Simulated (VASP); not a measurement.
Set up this calculation in VASP 6.6.1, as the native input.

```
Task                   : single point
Functional             : PBEsol
Potentials or basis    : VASP PAW PBE potentials, release 64 (Ti_sv, Al)
Cutoff                 : 520 eV
k mesh                 : 14 × 14 × 14
Occupations            : gaussian, width 0.1 eV
Spin                   : no spin polarisation
Dipole correction      : no
Further INCAR settings : ALGO = Normal; EDIFF = 1e-06; NBANDS = 14
```

The structure of TiAl lies in POSCAR:

```
TiAl
1.0
    3.1541719289      0.0000000000      0.0000000000
    0.0000000000      3.1541719289      0.0000000000
    0.0000000000      0.0000000000      3.1541719289
Ti Al
1 1
Direct
    0.0000000000      0.0000000000      0.0000000000
    0.5000000000      0.5000000000      0.5000000000
```

This cell differs from its parent crystal: functional PBEsol, strained.

These files were run (other wordings do the same):

INCAR

```
  PREC = Accurate
  ENCUT = 520
  EDIFF = 1E-6
  ISMEAR = 0
  SIGMA = 0.1
  LREAL = False
  LASPH = True
  NELM = 60
  ALGO = Normal
  ISIF = 2
  LWAVE = False
  LCHARG = False
  GGA = PS
  NBANDS = 14
```

KPOINTS

```
Automatic mesh
0
Gamma
  14 14 14
```

Potentials or basis: VASP PAW PBE potentials, release 64 (Ti_sv, Al).

Command:

```bash
$ cat potpaw_PBE.64/Ti_sv/POTCAR potpaw_PBE.64/Al/POTCAR > POTCAR
$ mpirun -np 1 vasp_std > vasp.out
```

Results of the run:

| Quantity | Value |
| --- | --- |
| Pressure | 0.2 GPa |

Caveat: the cell differs from its parent crystal (functional PBEsol, strained); the PAW data sets were made with another functional, which shifts forces and pressure a little.

Wall time 11 s on 1 thread of Intel(R) Xeon(R) 6975P-C (Granite Rapids), on a shared host, peak memory 0.17 GiB.
